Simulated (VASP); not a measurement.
Here is a VASP 6.6.1 calculation.

INCAR

```
ALGO     = Normal         # electronic algorithm
EDIFF    = 1E-6           # SCF threshold, eV
ENCUT    = 520            # plane-wave cutoff, eV
GGA      = PE             # functional
ISIF     = 2              # what is computed and relaxed
ISMEAR   = 0              # smearing method
ISPIN    = 2              # spin polarisation
LASPH    = T              # aspherical terms in the spheres
LCHARG   = F              # write CHGCAR
LMAXMIX  = 4              # l up to which the mixer works
LORBIT   = 11             # projections on sites
LREAL    = F              # projectors in reciprocal space
LWAVE    = F              # write WAVECAR
MAGMOM   = 2.44           # initial moments
NBANDS   = 14             # bands
NELM     = 150            # most SCF steps
PREC     = Accurate       # precision mode
SIGMA    = 0.15           # smearing width, eV
```

The input KPOINTS:

```
k-points
0
Gamma
  10 10 10
```

Contents of POSCAR:

```
Fe
1.0
   -1.3119987705      1.4157750842      1.5148793401
    1.3119987705     -1.4157750842      1.5148793401
    1.3119987705      1.4157750842     -1.5148793401
Fe
1
Direct
    0.0000000000      0.0000000000      0.0000000000
```

Potentials or basis: VASP PAW PBE potentials, release 64 (Fe).

Launch:

```sh
$ cat potpaw_PBE.64/Fe/POTCAR > POTCAR
$ mpirun -np 1 vasp_std > vasp.out
```

Estimate the net moment.

2.21 μB per cell.

What does it give for the site moments?

Fe +2.20 μB.

Predict the pressure.

3.4 GPa.

Stress tensor (GPa, compression positive):
```
15.03  0.00  0.00
 0.00 -0.67  0.00
 0.00  0.00 -4.28
```

Caveat: the cell differs from its parent crystal (normal strain along x -0.0733, normal strain along z +0.0700).
